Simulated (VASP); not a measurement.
Zr, 2 atoms in the cell. Symmetry: P6_3/mmc, No. 194, hexagonal system. The conventional cell has a = 3.183 Å, b = 3.183 Å, c = 5.118 Å, α = 90.00°, β = 90.00°, γ = 120.00°. Zr (site symmetry -6m2) has 12 Zr at 3.15 to 3.18 Å within 4.1 Å. 

| Item | Value |
| --- | --- |
| Program | VASP 6.6.1 |
| Task | single point |
| Functional | PBEsol |
| Potentials or basis | VASP PAW PBE potentials, release 64 (Zr_sv) |
| Cutoff | 520 eV |
| k mesh | 15 × 15 × 8 |
| Occupations | gaussian, width 0.1 eV |
| Spin | no spin polarisation |
| Dipole correction | no |
| Further INCAR settings | ALGO = Normal; EDIFF = 1e-07; NBANDS = 19 |

Potentials or basis: VASP PAW PBE potentials, release 64 (Zr_sv).

Launch:

```sh
$ cat potpaw_PBE.64/Zr_sv/POTCAR > POTCAR
$ mpirun -np 1 vasp_std > vasp.out
```

Hardware: 1 thread of Intel(R) Xeon(R) Platinum 8488C (Sapphire Rapids), on a shared host.

**Question.** Estimate the wall time of this run.

**Answer.** Run time: 90 s on 1 thread of Intel(R) Xeon(R) Platinum 8488C (Sapphire Rapids), with other jobs on the host, peak memory 0.22 GiB. Counts: scf iterations 12, k points 135.
